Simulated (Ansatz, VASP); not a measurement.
**One calculation of Zr2B3, two programs**

```
CELL_PARAMETERS angstrom
3.35233 0.00000 0.00000
-1.67616 2.90320 0.00000
0.00000 0.00000 5.21568
ATOMIC_POSITIONS crystal
Zr 0.33333 0.66667 0.24500
Zr 0.66667 0.33333 0.75500
B 0.00000 0.00000 0.00000
B 0.33333 0.66667 0.64500
B 0.66667 0.33333 0.35500
```

Alike in both runs: task single point; functional PBE; k mesh 6 × 6 × 4; occupations gaussian, width 0.1 eV; no spin polarisation.

|  | VASP | Ansatz |
| --- | --- | --- |
| version | VASP 6.6.1 | Ansatz 0.2.0 |
| potentials or method | VASP PAW PBE potentials, release 64 (Zr_sv, B), cutoff 520 eV | scalar-relativistic, plane waves, PAW |
| valence electrons in the cell | 33 | 33 |

Ansatz gave:

* gap on the k mesh at the Fermi level (eV): none
* rms of the force components (eV/Å): 1.573

Task: What did VASP give for the same quantities?

Result: gap on the k mesh at the Fermi level (eV): none; rms of the force components (eV/Å): 1.583.

Atom by atom the forces differ by 0.009 eV/Å (rms over components). A gap of «none» marks a metal or a gap that the smearing closes. The functional is the same, so the differences come from potentials, cutoffs and numerics.

The k mesh is coarse, so the values compare programs but aren't converged.
